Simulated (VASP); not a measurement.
Wanted: the native input for a VASP 6.6.1 run.

```
Task                   : single point
Functional             : PBE
Potentials or basis    : VASP PAW PBE potentials, release 64 (Na_pv)
Cutoff                 : 520 eV
k mesh                 : 10 × 10 × 6
Occupations            : fermi-dirac, width 0.05 eV
Spin                   : no spin polarisation
Dipole correction      : no
Further INCAR settings : ALGO = Normal; EDIFF = 1e-06; NBANDS = 14
```

The structure of Na lies in POSCAR:

```
Na
1.0
    3.6887707041      0.0368877070      0.0000000000
   -1.8124396607      3.1761252850      0.0000000000
    0.0000000000      0.0000000000      6.2691940000
Na
2
Direct
    0.3333333333      0.6666666667      0.2500000000
    0.6666666667      0.3333333333      0.7500000000
```

This cell differs from its parent crystal: xy shear strain of +2 %.

One way to write it, as run:

INCAR

```
ALGO = Normal
EDIFF = 1E-6
ENCUT = 520
GGA = PE
ISIF = 2
ISMEAR = -1
LASPH = True
LCHARG = False
LREAL = False
LWAVE = False
NBANDS = 14
NELM = 80
PREC = Accurate
SIGMA = 0.05
```

KPOINTS

```
k-points
0
Gamma
  10 10 6
```

Potentials or basis: VASP PAW PBE potentials, release 64 (Na_pv).

Run with:

```bash
$ cat potpaw_PBE.64/Na_pv/POTCAR > POTCAR
$ mpirun -np 1 vasp_std > vasp.out
```

Results of the run:

```
Pressure               : 0.0 GPa
Largest force          : 0.006 eV/Å
Band gap on the k mesh : zero (bands 7 and 8 overlap by 3.91 eV)
```

Caveat: the cell differs from its parent crystal (xy shear strain of +2 %).

Wall time 94 s on 1 thread of Intel(R) Xeon(R) Platinum 8259CL CPU @ 2.50GHz (Skylake/Cascade Lake), on a shared host, peak memory 0.28 GiB.
